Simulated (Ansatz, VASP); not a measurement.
## Two plane-wave programs on Ta2N

```
CELL_PARAMETERS angstrom
3.15558 0.00000 0.00000
-1.57779 2.73281 0.00000
0.00000 0.00000 4.70268
ATOMIC_POSITIONS crystal
Ta 0.66667 0.33333 0.74626
Ta 0.33333 0.66667 0.25374
N 0.00000 0.00000 0.00000
```

Change from the starting cell: strain +0.025 along x and y, -0.025 along z, atoms carried along.

Alike in both runs: task single point; functional PBEsol; k mesh 18 × 18 × 10; occupations gaussian, width 0.15 eV; no spin polarisation.

|  | VASP | Ansatz |
| --- | --- | --- |
| version | VASP 6.6.1 | Ansatz 0.2.0 |
| potentials or method | VASP PAW PBE potentials, release 64 (Ta_pv, N), cutoff 520 eV | scalar-relativistic, plane waves, PAW |
| valence electrons in the cell | 27 | 31 |

```tsv
	VASP	Ansatz	Ansatz less VASP
gap on the k mesh at the Fermi level (eV)	none	none	-
pressure (GPa)	-6.0	-6.5	-0.50
traceless stress, the component that is largest in VASP (GPa)	7.47	7.54	+0.073
rms of the force components (eV/Å)	0.215	0.240	+0.0252
```

VASP's potentials were made for PBE, not for PBEsol. Atom by atom the forces differ by 0.025 eV/Å (rms over components). A gap of «none» marks a metal or a gap that the smearing closes. VASP's potentials hold 27 valence electrons a cell and Ansatz's 31, so a difference there can come from the potentials and not from the codes.

Neither program's run includes spin-orbit coupling.
